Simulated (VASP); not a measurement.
# Si (Im-3m) in VASP: further runs, part 2 of 2

VASP 6.6.1. Earlier steps stand in the parts before.

## Step 4: Single point, PBE

The input, INCAR:

```
ALGO = Normal ; EDIFF = 1E-6
ENCUT = 520 ; GGA = PE
ISIF = 2 ; ISMEAR = -1
LASPH = True ; LCHARG = False
LREAL = False ; LWAVE = False
NBANDS = 21 ; NELM = 60
PREC = Accurate ; SIGMA = 0.1
```

The input, KPOINTS:

```
k-points
0
Gamma
  4 4 4
```

The input, POSCAR:

```
Si
1.0
   -3.3360830000      3.3360830000      3.3360830000
    3.3360830000     -3.3360830000      3.3360830000
    3.3360830000      3.3360830000     -3.3360830000
Si
6
Direct
    0.7500000000      0.2500000000      0.5000000000
    0.7500000000      0.5000000000      0.2500000000
    0.5000000000      0.2500000000      0.7500000000
    0.2500000000      0.5000000000      0.7500000000
    0.2500000000      0.7500000000      0.5000000000
    0.5000000000      0.7500000000      0.2500000000
```

Potentials or basis: VASP PAW PBE potentials, release 64 (Si).

Started as:

```sh
$ cat potpaw_PBE.64/Si/POTCAR > POTCAR
$ mpirun -np 1 vasp_std > vasp.out
```

OUTCAR:

```text
EDIFF = 1E-6
   ENCUT = 520
   GGA = PE
   ISIF = 2
   ISMEAR = -1
   LASPH = True
   LREAL = False
   NELM = 60
   PREC = Accurate

 ion  position               nearest neighbor table
   1  0.750  0.250  0.500-   2 2.36   3 2.36   4 2.36   6 2.36
   2  0.750  0.500  0.250-   1 2.36   5 2.36   6 2.36   3 2.36
   3  0.500  0.250  0.750-   1 2.36   2 2.36   4 2.36   5 2.36
   4  0.250  0.500  0.750-   3 2.36   5 2.36   6 2.36   1 2.36
   5  0.250  0.750  0.500-   3 2.36   4 2.36   6 2.36   2 2.36
   6  0.500  0.750  0.250-   1 2.36   2 2.36   5 2.36   4 2.36

  LATTYP: Found a body centered cubic cell.
 ALAT       =     6.6721660000

  Lattice vectors:

 A1 = (  -3.3360830000,   3.3360830000,   3.3360830000)
 A2 = (   3.3360830000,  -3.3360830000,   3.3360830000)
 A3 = (   3.3360830000,   3.3360830000,  -3.3360830000)

Analysis of symmetry for initial positions (statically):
=====================================================================
 Subroutine PRICEL returns:
 Original cell was already a primitive cell.

 Routine SETGRP: Setting up the symmetry group for a
 body centered cubic supercell.

 Subroutine GETGRP returns: Found 48 space group operations
 (whereof 48 operations were pure point group operations)
 out of a pool of 48 trial point group operations.

The static configuration has the point symmetry O_h .

Analysis of symmetry for dynamics (positions and initial velocities):
=====================================================================
 Subroutine PRICEL returns:
 Original cell was already a primitive cell.

 Routine SETGRP: Setting up the symmetry group for a
 body centered cubic supercell.

 Subroutine GETGRP returns: Found 48 space group operations
 (whereof 48 operations were pure point group operations)
 out of a pool of 48 trial point group operations.

The dynamic configuration has the point symmetry O_h .

 Subroutine INISYM returns: Found 48 space group operations
 (whereof 48 operations are pure point group operations),
 and found     1 'primitive' translations

----------------------------------------------------------------------------------------

                                     Primitive cell

  volume of cell :     148.5151

  direct lattice vectors                    reciprocal lattice vectors
    -3.336083000  3.336083000  3.336083000     0.000000000  0.149876367  0.149876367
     3.336083000 -3.336083000  3.336083000     0.149876367  0.000000000  0.149876367
     3.336083000  3.336083000 -3.336083000     0.149876367  0.149876367  0.000000000

  length of vectors
     5.778265254  5.778265254  5.778265254     0.211957191  0.211957191  0.211957191

  position of ions in fractional coordinates (direct lattice)
     0.750000000  0.250000000  0.500000000
     0.750000000  0.500000000  0.250000000
     0.500000000  0.250000000  0.750000000
     0.250000000  0.500000000  0.750000000
     0.250000000  0.750000000  0.500000000
     0.500000000  0.750000000  0.250000000

  ion indices of the primitive-cell ions
   primitive index   ion index
                 1           1
                 2           2
                 3           3
                 4           4
                 5           5
                 6           6

[... 26 lines left out ...]
 Following reciprocal coordinates:
            Coordinates               Weight
  0.000000  0.000000  0.000000      1.000000
  0.250000  0.000000  0.000000     12.000000
  0.500000  0.000000  0.000000      6.000000
  0.250000  0.250000  0.000000     24.000000
  0.250000  0.250000  0.250000      2.000000
 -0.250000  0.250000  0.250000      6.000000
  0.500000  0.500000  0.250000     12.000000
  0.500000  0.500000  0.500000      1.000000
   k-points           NKPTS =      8   k-points in BZ     NKDIM =      8   number of bands    NBANDS=     21
   number of dos      NEDOS =    301   number of ions     NIONS =      6
   total plane-waves  NPLWV = 110592
   dimension x,y,z NGX =    48 NGY =   48 NGZ =   48
   dimension x,y,z NGXF=    96 NGYF=   96 NGZF=   96
   ions per type =               6
   NGX,Y,Z   is equivalent  to a cutoff of  13.81, 13.81, 13.81 a.u.
   NGXF,Y,Z  is equivalent  to a cutoff of  27.62, 27.62, 27.62 a.u.
 SYSTEM =  unknown system
   PREC   = accura    normal or accurate (medium, high low for compatibility)
   ISTART =      0    job   : 0-new  1-cont  2-samecut
   ICHARG =      2    charge: 1-file 2-atom 10-const
   ISPIN  =      1    spin polarized calculation?
   LNONCOLLINEAR =      F non collinear calculations
   LSORBIT =      F    spin-orbit coupling
   LASPH  =      T    aspherical Exc in radial PAW
   ENCUT  =  520.0 eV  38.22 Ry    6.18 a.u.  10.74 10.74 10.74*2*pi/ulx,y,z
   NELM   =     60;   NELMIN=  2; NELMDL= -5     # of ELM steps
   EDIFF  = 0.1E-05   stopping-criterion for ELM
   LREAL  =      F    real-space projection
   EDIFFG = 0.1E-04   stopping-criterion for IOM
   NSW    =      0    number of steps for IOM
   IBRION =     -1    ionic relax: 0-MD 1-quasi-New 2-CG
   NFREE  =      0    steps in history (QN), initial steepest desc. (CG)
   ISIF   =      2    stress and relaxation
   ISYM   =      2    0-nonsym 1-usesym 2-fastsym
   POTIM  = 0.5000    time-step for ionic-motion
   TEBEG  =    0.0;   TEEND  =   0.0 temperature during run
   PSTRESS=    0.0 pullay stress
   NELECT =      24.0000    total number of electrons
   NUPDOWN=      -1.0000    fix difference up-down
   EMIN   =  10.00;   EMAX   =-10.00  energy-range for DOS
   EFERMI =   0.00;   METHOD = LEGACY
   ISMEAR =    -1;   SIGMA  =   0.10  broadening in eV -4-tet -1-fermi 0-gaus
   EFERMI_NEDOS =   21; number of points for ismear=-14 and -15
   IALGO  =     38    algorithm
   IMIX   =      4    mixing-type and parameters
     AMIX     =   0.40;   BMIX     =  1.00
     AMIX_MAG =   1.60;   BMIX_MAG =  1.00
  volume/ion in A,a.u.               =      24.75       167.04
  Fermi-wavevector in a.u.,A,eV,Ry     =   0.891706  1.685080 10.818533  0.795140
  Thomas-Fermi vector in A             =   2.013561
   LORBIT       =      0    0 simple, 1 ext, 2 COOP (PROOUT), +10 PAW based schemes
   GGA     = PE    functional components
   LHFCALC =     F    Hartree Fock is set to
   AEXX    =    0.0000 exact exchange contribution
   IVDW    =     0    specifies the selected vdW correction
   LEPSILON=     F    determine dielectric tensor
   LRPA    =     F    only Hartree local field effects (RPA)
 non-spin polarized calculation
  energy-cutoff  :      520.00
  volume of cell :      148.52
 maximum number of plane-waves:      4028
 NGX is ok and might be reduce to    48
   NGX = 21   NGY = 21   NGZ = 21

 number of electron      23.9999999 magnetization

 Free energy of the ion-electron system (eV)
  ---------------------------------------------------
  ext. energy  EPLUGINS =         0.00000000
  ---------------------------------------------------
  free energy    TOTEN  =       -31.19529666 eV

  energy without entropy =      -31.17023624  energy(sigma->0) =      -31.18276645

 E-fermi :   4.0458     XC(G=0):  -8.1482

 val. band max:        4.0050657677   @ k =   0.5000   0.5000   0.5000
 cond. band min:       4.1566516029   @ k =  -0.2500   0.2500   0.2500
 fundamental gap:      0.1515858352
 Fermi energy:         4.0457998083

 k-point     1 :       0.0000    0.0000    0.0000
  band No.  band energies     occupation
      1      -7.7812      2.00000
      2      -3.2422      2.00000
      3      -3.2422      2.00000
      4      -3.1095      2.00000
      5      -3.1095      2.00000
      6      -3.1095      2.00000
[... 181 lines left out ...]
     20       8.2563      0.00000
     21       8.8403      0.00000

------------------------ aborting loop because EDIFF is reached ----------------------------------------

  FORCE on cell =-STRESS in cart. coord.  units (eV):
  Direction    XX          YY          ZZ          XY          YZ          ZX
  --------------------------------------------------------------------------------------
  -------------------------------------------------------------------------------------
  Total        1.6879160      1.6879160      1.6879160      0.0000000      0.0000000     -0.0000000
  in kB       18.2092004     18.2092004     18.2092004      0.0000000      0.0000000     -0.0000000
  external PRESSURE =      18.2092004 kB  Pullay stress =       0.0000000 kB

 VOLUME and BASIS-vectors are now :
 -----------------------------------------------------------------------------
  energy-cutoff  :      520.00
  volume of cell :      148.52
      direct lattice vectors                 reciprocal lattice vectors
    -3.336083000  3.336083000  3.336083000     0.000000000  0.149876367  0.149876367
     3.336083000 -3.336083000  3.336083000     0.149876367  0.000000000  0.149876367
     3.336083000  3.336083000 -3.336083000     0.149876367  0.149876367  0.000000000

 POSITION                                       TOTAL-FORCE (eV/Angst)
 -----------------------------------------------------------------------------------
      0.00000      3.33608      1.66804        -0.000000     -0.000000      0.000000
      0.00000      1.66804      3.33608         0.000000      0.000000     -0.000000
      1.66804      3.33608      0.00000        -0.000000     -0.000000     -0.000000
      3.33608      1.66804      0.00000         0.000000      0.000000     -0.000000
      3.33608      0.00000      1.66804        -0.000000      0.000000      0.000000
      1.66804      0.00000      3.33608         0.000000      0.000000      0.000000
 -----------------------------------------------------------------------------------
    total drift:                               -0.000000     -0.000000      0.000000

  FREE ENERGIE OF THE ION-ELECTRON SYSTEM (eV)
  ---------------------------------------------------
  free  energy   TOTEN  =       -31.1952966595 eV

  energy  without entropy=      -31.1702362352  energy(sigma->0) =      -31.18276645
```

OSZICAR:

```text
N       E                     dE             d eps       ncg     rms          rms(c)
DAV:   1     0.569485736011E+02    0.56949E+02   -0.92207E+03   336   0.919E+02
DAV:   2    -0.277260690079E+02   -0.84675E+02   -0.81831E+02   426   0.137E+02
DAV:   3    -0.320004061207E+02   -0.42743E+01   -0.41901E+01   443   0.294E+01
DAV:   4    -0.320926909481E+02   -0.92285E-01   -0.92154E-01   451   0.488E+00
DAV:   5    -0.320948743990E+02   -0.21835E-02   -0.21834E-02   489   0.782E-01    0.841E+00
DAV:   6    -0.314734724173E+02    0.62140E+00   -0.37764E-01   391   0.230E+00    0.508E+00
DAV:   7    -0.311729809785E+02    0.30049E+00   -0.73639E-01   374   0.328E+00    0.493E-01
DAV:   8    -0.311924433533E+02   -0.19462E-01   -0.69637E-02   381   0.113E+00    0.207E-01
DAV:   9    -0.311927715678E+02   -0.32821E-03   -0.38089E-03   431   0.286E-01    0.179E-01
DAV:  10    -0.311953169172E+02   -0.25453E-02   -0.19613E-03   374   0.171E-01    0.114E-01
DAV:  11    -0.311952721591E+02    0.44758E-04   -0.17025E-04   443   0.581E-02    0.276E-02
DAV:  12    -0.311952958630E+02   -0.23704E-04   -0.39683E-05   386   0.306E-02    0.544E-03
DAV:  13    -0.311952966595E+02   -0.79648E-06   -0.23162E-06   403   0.775E-03
   1 F= -.31195297E+02 E0= -.31182766E+02  d E =-.250604E-01
```

stdout:

```text
POSCAR found type information on POSCAR Si
 POSCAR found :  1 types and       6 ions
 scaLAPACK will be used
 LDA part: xc-table for (Slater+PW92), standard interpolation
 POSCAR, INCAR and KPOINTS ok, starting setup
 FFT: planning ... GRIDC
 FFT: planning ... GRID_SOFT
 FFT: planning ... GRID
 WAVECAR not read
 entering main loop
```

It took 26 s on 1 thread of Intel Xeon Platinum 8375C at 2.90GHz (Ice Lake), shared host; peak memory 0.29 GiB.

Results:

| Quantity | Value |
| --- | --- |
| Free energy | -31.1953 eV |
| Pressure | 1.8 GPa |
| Band gap on the k mesh | 0.15 eV, indirect (least direct gap 0.36 eV) |

Levels at points of the mesh, in eV from the valence-band top:
```tsv
k point	band 10	band 11	band 12	band 13	band 14	band 15
(0.00, 0.00, 0.00)	-2.09	-2.09	-2.09	2.04	2.04	2.04
(0.50, 0.00, 0.00)	-2.07	-1.32	-0.70	1.17	2.30	2.67
(0.50, 0.50, 0.50)	0.00	0.00	0.00	0.36	0.36	0.36
```

## Step 5: Overview

```tsv
k mesh	gap on the mesh (eV)	pressure (GPa)
2 × 2 × 2	0.35	2.2
3 × 3 × 3	0.43	1.8
4 × 4 × 4	0.15	1.8
```

Alike in all rows: task single point; level PBE; potentials or basis VASP PAW PBE potentials, release 64 (Si); no spin polarisation; cell as given; cutoff (eV) 520; smearing fermi-dirac 0.1 eV.

Caveats: some runs use coarse meshes.

Total energies depend on the potentials used, so only differences within one code and one set of settings carry meaning.
